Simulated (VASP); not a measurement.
# Zr2Zn2N (P-3m1) in VASP: notebook, part 2 of 2

VASP 6.6.1. Earlier steps stand in the parts before.

### Step 5. Single point, PBE

This run uses another cell than the first one: it holds 10 atoms, not 5.

INCAR

```
SYSTEM = Zr2Zn2N
PREC = Accurate
ENCUT = 520
EDIFF = 1E-6
ISMEAR = 0
SIGMA = 0.2
LREAL = .FALSE.
LASPH = .TRUE.
NELM = 80
ALGO = Normal
ISIF = 2
LWAVE = .FALSE.
LCHARG = .FALSE.
GGA = PE
NBANDS = 64
```

KPOINTS

```
Automatic mesh
0
G
  6 4 4
  0 0 0
```

POSCAR

```
Zr2Zn2N
1.0
    1.6315988230     -2.8260120590      0.0000000000
   -4.8947964691     -2.8260120590      0.0000000000
    0.0000000000      0.0000000000     -8.8867618071
Zr Zn N
4 4 2
Direct
    0.5000000000      0.8333333333      0.8587602792
    1.0000000000      0.3333333333      0.8587602792
    1.0000000000      0.6666666667      0.1412397208
    0.5000000000      0.1666666667      0.1412397208
    0.5000000000      0.8333333333      0.3929156085
    1.0000000000      0.3333333333      0.3929156085
    1.0000000000      0.6666666667      0.6070843915
    0.5000000000      0.1666666667      0.6070843915
    0.5000000000      0.5000000000      0.0000000000
    0.0000000000      0.0000000000      0.0000000000
```

Potentials or basis: VASP PAW PBE potentials, release 64 (Zr_sv, Zn, N).

Command:

```sh
$ cat potpaw_PBE.64/Zr_sv/POTCAR potpaw_PBE.64/Zn/POTCAR potpaw_PBE.64/N/POTCAR > POTCAR
$ mpirun -np 1 vasp_std > vasp.out
```

OUTCAR:

```text
SYSTEM = Zr2Zn2N
   PREC = Accurate
   ENCUT = 520
   EDIFF = 1E-6
   ISMEAR = 0
   LREAL = .FALSE.
   LASPH = .TRUE.
   NELM = 80
   ISIF = 2
   GGA = PE

 ion  position               nearest neighbor table
   1  0.500  0.833  0.859-   9 2.26  10 2.26  10 2.26   7 2.92   7 2.92   8 2.92   3 3.14   3 3.14
                             4 3.14   2 3.26   2 3.26   2 3.26   2 3.26
   2  0.000  0.333  0.859-  10 2.26   9 2.26   9 2.26   8 2.92   8 2.92   7 2.92   4 3.14   4 3.14
                             3 3.14   1 3.26   1 3.26   1 3.26   1 3.26
   3  0.000  0.667  0.141-  10 2.26   9 2.26   9 2.26   5 2.92   5 2.92   6 2.92   1 3.14   1 3.14
                             2 3.14   4 3.26   4 3.26   4 3.26   4 3.26
   4  0.500  0.167  0.141-   9 2.26  10 2.26  10 2.26   6 2.92   6 2.92   5 2.92   2 3.14   2 3.14
                             1 3.14   3 3.26   3 3.26   3 3.26   3 3.26
   5  0.500  0.833  0.393-   7 2.68   7 2.68   8 2.68   3 2.92   3 2.92   4 2.92
   6  0.000  0.333  0.393-   8 2.68   8 2.68   7 2.68   4 2.92   4 2.92   3 2.92
   7  0.000  0.667  0.607-   5 2.68   5 2.68   6 2.68   1 2.92   1 2.92   2 2.92
   8  0.500  0.167  0.607-   6 2.68   6 2.68   5 2.68   2 2.92   2 2.92   1 2.92
   9  0.500  0.500  0.000-   1 2.26   4 2.26   3 2.26   2 2.26   2 2.26   3 2.26
  10  0.000  0.000  0.000-   2 2.26   3 2.26   4 2.26   1 2.26   1 2.26   4 2.26

[... 1831 lines left out ...]

  FORCE on cell =-STRESS in cart. coord.  units (eV):
  Direction    XX          YY          ZZ          XY          YZ          ZX
  --------------------------------------------------------------------------------------
  -------------------------------------------------------------------------------------
  Total        0.3531571      0.5863453     -0.1966228     -0.2019469     -0.0222873     -0.0386028
  in kB        3.4521339      5.7315636     -1.9220006     -1.9740440     -0.2178603     -0.3773450
  external PRESSURE =       2.4205656 kB  Pullay stress =       0.0000000 kB

 VOLUME and BASIS-vectors are now :
 -----------------------------------------------------------------------------
  energy-cutoff  :      520.00
  volume of cell :      163.90
      direct lattice vectors                 reciprocal lattice vectors
     1.631598823 -2.826012059  0.000000000     0.153223940 -0.265391649  0.000000000
    -4.894796469 -2.826012059  0.000000000    -0.153223940 -0.088463883  0.000000000
     0.000000000  0.000000000 -8.886761807     0.000000000  0.000000000 -0.112526927

 POSITION                                       TOTAL-FORCE (eV/Angst)
 -----------------------------------------------------------------------------------
     -3.26320     -3.76802     -7.63160         0.004363      0.002519      0.018282
     -1.63160     -0.94200     -7.63160         0.004363      0.002519      0.018282
     -3.26320     -1.88401     -1.25516        -0.004363     -0.002519     -0.018282
     -0.00000     -1.88401     -1.25516        -0.004363     -0.002519     -0.018282
     -3.26320     -3.76802     -3.49175        -0.005153     -0.002975     -0.022179
     -1.63160     -0.94200     -3.49175        -0.005153     -0.002975     -0.022179
     -3.26320     -1.88401     -5.39501         0.005153      0.002975      0.022179
     -0.00000     -1.88401     -5.39501         0.005153      0.002975      0.022179
     -1.63160     -2.82601      0.00000         0.000000     -0.000000      0.000000
      0.00000      0.00000      0.00000         0.000000     -0.000000      0.000000
 -----------------------------------------------------------------------------------
    total drift:                               -0.000000     -0.000000     -0.000000

  FREE ENERGIE OF THE ION-ELECTRON SYSTEM (eV)
  ---------------------------------------------------
  free  energy   TOTEN  =       -63.2143962182 eV

  energy  without entropy=      -63.1284525877  energy(sigma->0) =      -63.17142440
```

OSZICAR:

```text
N       E                     dE             d eps       ncg     rms          rms(c)
DAV:   1     0.135706793542E+04    0.13571E+04   -0.49633E+04  5120   0.209E+03
DAV:   2     0.143310655140E+03   -0.12138E+04   -0.11703E+04  5560   0.572E+02
DAV:   3    -0.533459437861E+02   -0.19666E+03   -0.19031E+03  6344   0.214E+02
DAV:   4    -0.715600432655E+02   -0.18214E+02   -0.17909E+02  7008   0.583E+01
DAV:   5    -0.731419120495E+02   -0.15819E+01   -0.15796E+01  8792   0.124E+01    0.351E+01
DAV:   6    -0.636592274302E+02    0.94827E+01   -0.62440E+01  6800   0.370E+01    0.158E+01
DAV:   7    -0.632655782857E+02    0.39365E+00   -0.92622E+00  7240   0.143E+01    0.815E+00
DAV:   8    -0.632478836694E+02    0.17695E-01   -0.18250E+00  6592   0.609E+00    0.188E+00
DAV:   9    -0.632120689202E+02    0.35815E-01   -0.27462E-01  6800   0.226E+00    0.801E-01
DAV:  10    -0.632154408297E+02   -0.33719E-02   -0.44165E-02  7328   0.997E-01    0.398E-01
DAV:  11    -0.632144436106E+02    0.99722E-03   -0.11816E-02  7200   0.488E-01    0.835E-02
DAV:  12    -0.632144036597E+02    0.39951E-04   -0.73483E-04  6208   0.122E-01    0.311E-02
DAV:  13    -0.632143957765E+02    0.78832E-05   -0.92709E-05  7352   0.372E-02    0.105E-02
DAV:  14    -0.632143968611E+02   -0.10846E-05   -0.80992E-06  5848   0.126E-02    0.572E-03
DAV:  15    -0.632143962182E+02    0.64287E-06   -0.74081E-07  3504   0.524E-03
   1 F= -.63214396E+02 E0= -.63171424E+02  d E =-.859436E-01
```

stdout:

```text
POSCAR found type information on POSCAR ZrZnN
 POSCAR found :  3 types and      10 ions
 scaLAPACK will be used
 LDA part: xc-table for (Slater+PW92), standard interpolation
 POSCAR, INCAR and KPOINTS ok, starting setup
 FFT: planning ... GRIDC
 FFT: planning ... GRID_SOFT
 FFT: planning ... GRID
 WAVECAR not read
 entering main loop
```

Run time: 5.8 min. Hardware: 1 thread of Intel Xeon 6975P-C (Granite Rapids), shared host; peak memory 0.46 GiB.

Results:

```yaml
Free_energy: -63.2144 eV
Pressure: 0.2 GPa
Largest_force: 0.023 eV/Å
Band_gap_on_the_k_mesh: zero (bands 53 and 54 overlap by 1.56 eV)
```

Forces in eV/Å, atoms in the order of the input:
```
Zr   0.004  0.003  0.018
Zr   0.004  0.003  0.018
Zr  -0.004 -0.003 -0.018
Zr  -0.004 -0.003 -0.018
Zn  -0.005 -0.003 -0.022
Zn  -0.005 -0.003 -0.022
Zn   0.005  0.003  0.022
Zn   0.005  0.003  0.022
N    0.000  0.000  0.000
N    0.000  0.000  0.000
```

Levels at points of the mesh, in eV from the Fermi level:
```tsv
k point	band 50	band 51	band 52	band 53	band 54	band 55	band 56	band 57
(0.00, 0.00, 0.00)	-1.55	-1.02	-0.84	0.62	0.71	0.72	1.68	1.93
(0.50, 0.00, 0.00)	-0.85	-0.71	-0.71	-0.31	-0.31	0.71	0.71	1.39
(0.00, 0.50, 0.00)	-1.26	-0.46	-0.46	0.66	0.66	1.66	1.66	1.83
(0.50, 0.50, 0.00)	-2.04	-1.02	-1.02	-0.84	-0.84	1.68	1.68	2.73
(0.00, 0.00, 0.50)	-0.99	-0.79	-0.15	-0.07	0.72	0.72	1.95	2.05
(0.50, 0.00, 0.50)	-1.18	-0.65	-0.65	0.35	0.35	0.40	0.40	1.49
(0.00, 0.50, 0.50)	-1.25	-0.49	-0.49	0.53	0.53	1.65	1.65	1.72
(0.50, 0.50, 0.50)	-2.12	-0.99	-0.99	-0.79	-0.79	1.95	1.95	2.52
```

### Step 6. Relaxation of cell and atoms, PBE

INCAR

```
SYSTEM = Zr2Zn2N
PREC     = Accurate       ! precision mode
ENCUT    = 600            ! plane-wave cutoff, eV
EDIFF    = 1E-6           ! SCF threshold, eV
ISMEAR   = 0              ! smearing method
SIGMA    = 0.1            ! smearing width, eV
LREAL    = .False.        ! projectors in reciprocal space
LASPH    = .True.         ! aspherical terms in the spheres
NELM     = 80             ! most SCF steps
ALGO     = Normal         ! electronic algorithm
ISIF     = 3              ! what is computed and relaxed
LWAVE    = .False.        ! write WAVECAR
LCHARG   = .False.        ! write CHGCAR
GGA      = PE             ! functional
IBRION   = 2              ! ionic algorithm
NSW      = 100            ! ionic steps
EDIFFG   = -0.01          ! ionic threshold
```

KPOINTS

```
regular mesh
0
Gamma
  12 12 4
  0 0 0
```

POSCAR

```
Zr2Zn2N
1.0
    3.2764921270      0.0000000000      0.0000000000
   -1.6382460635      2.8375254172      0.0000000000
    0.0000000000      0.0000000000      8.7774717817
Zr Zn N
2 2 1
Direct
    0.3333333333      0.6666666667      0.1418820556
    0.6666666667      0.3333333333      0.8581179444
    0.3333333333      0.6666666667      0.6052131295
    0.6666666667      0.3333333333      0.3947868705
    0.0000000000      0.0000000000      0.0000000000
```

Potentials or basis: VASP PAW PBE potentials, release 64 (Zr_sv, Zn, N).

Command:

```sh
$ cat potpaw_PBE.64/Zr_sv/POTCAR potpaw_PBE.64/Zn/POTCAR potpaw_PBE.64/N/POTCAR > POTCAR
$ mpirun -np 1 vasp_std > vasp.out
```

Run time: 15 min. Hardware: 1 thread of Intel Xeon 6975P-C (Granite Rapids), shared host; peak memory 0.38 GiB.

Results (log left out):

* Free energy: -31.6110 eV
* Relaxed volume: 16.42 Å³/atom
* Relaxed cell: a = 3.264 Å, b = 3.264 Å, c = 8.896 Å, α = 90.00°, β = 90.00°, γ = 120.00°
* Space group after relaxing (to 0.1 Å): P-3m1 (No. 164)
* Energy gained by relaxing: 1.3 meV/atom
* Ionic steps: 9
* Pressure after relaxing: -0.1 GPa
* Largest force after relaxing: 0.006 eV/Å
* Band gap on the k mesh: zero (an odd number of electrons rules out a gap without spin polarisation)

Forces on the atoms (eV/Å):
```
Zr   0.000  0.000 -0.003
Zr   0.000  0.000  0.003
Zn   0.000  0.000  0.006
Zn   0.000  0.000 -0.006
N    0.000  0.000  0.000
```

Step by step:
| step | energy change (eV) | largest force (eV/Å) | pressure (GPa) | volume (Å³) |
| --- | --- | --- | --- | --- |
| 1 | 0.0000 | 0.0892 | 0.46 | 81.61 |
| 2 | -0.0036 | 0.0895 | -0.54 | 82.15 |
| 3 | -0.0036 | 0.0950 | -0.57 | 82.17 |
| 4 | -0.0060 | 0.0641 | 0.01 | 81.88 |
| 5 | -0.0060 | 0.0593 | 0.11 | 81.84 |
| 6 | -0.0064 | 0.0299 | 0.07 | 81.92 |
| 7 | -0.0066 | 0.0361 | 0.03 | 82.07 |
| 8 | -0.0066 | 0.0200 | 0.04 | 82.03 |
| 9 | -0.0067 | 0.0063 | -0.09 | 82.10 |

Final structure:
```
CELL_PARAMETERS angstrom
3.26437 0.00000 0.00000
-1.63218 2.82702 0.00000
0.00000 0.00000 8.89619
ATOMIC_POSITIONS crystal
Zr 0.33333 0.66667 0.14124
Zr 0.66667 0.33333 0.85876
Zn 0.33333 0.66667 0.60719
Zn 0.66667 0.33333 0.39281
N 0.00000 0.00000 0.00000
```

Levels at points of the mesh, in eV from the Fermi level:
| k point | band 22 | band 23 | band 24 | band 25 | band 26 | band 27 | band 28 | band 29 | band 30 | band 31 |
| --- | --- | --- | --- | --- | --- | --- | --- | --- | --- | --- |
| (0.00, 0.00, 0.00) | -4.61 | -4.61 | -3.79 | -1.61 | 0.57 | 0.67 | 0.67 | 1.87 | 2.26 | 2.26 |
| (0.50, 0.00, 0.00) | -4.56 | -2.93 | -2.85 | -2.09 | -1.06 | -0.89 | 1.63 | 2.67 | 2.91 | 3.08 |
| (0.00, 0.00, 0.50) | -4.61 | -4.61 | -4.54 | -0.20 | -0.12 | 0.67 | 0.67 | 2.00 | 2.28 | 2.28 |
| (0.50, 0.00, 0.50) | -4.55 | -3.06 | -2.66 | -2.17 | -1.04 | -0.83 | 1.89 | 2.46 | 2.81 | 2.82 |

### Step 7. Summary

```csv
task,cell,k mesh,cutoff (eV),smearing,gap on the mesh (eV),pressure (GPa),relaxed volume (Å³/atom),largest force (eV/Å)
single point,"a = 3.276, b = 3.276, c = 8.777 Å, angles 90.0, 90.0, 120.0°, 5 atoms, atomic positions A",6 × 6 × 2,520,gaussian 0.2 eV,none,0.5,-,0.03
relaxation of cell and atoms,"relaxed from a = 3.250, b = 3.250, c = 8.100 Å, angles 90.0, 90.0, 120.0°, 5 atoms, atomic positions B",6 × 6 × 2,600,gaussian 0.2 eV,none,0.0,16.36,0.05
single point,"a = 3.263, b = 3.263, c = 8.887 Å, angles 90.0, 90.0, 120.0°, 5 atoms, atomic positions C",12 × 12 × 4,520,gaussian 0.1 eV,none,0.2,-,0.02
single point,"a = 3.263, b = 5.652, c = 8.887 Å, 10 atoms, atomic positions D",6 × 4 × 4,520,gaussian 0.2 eV,none,0.2,-,0.02
relaxation of cell and atoms,"relaxed from a = 3.276, b = 3.276, c = 8.777 Å, angles 90.0, 90.0, 120.0°, 5 atoms, atomic positions A",12 × 12 × 4,600,gaussian 0.1 eV,none,-0.1,16.42,0.01
```

Alike in all rows: level PBE; potentials or basis VASP PAW PBE potentials, release 64 (Zr_sv, Zn, N); no spin polarisation.

Caveats: some runs use coarse meshes; the relaxation stopped at a loose force limit of 0.08 eV/Å, so its end isn't a converged minimum (at least some runs).

Total energies depend on the potentials used, so only differences within one code and one set of settings carry meaning.
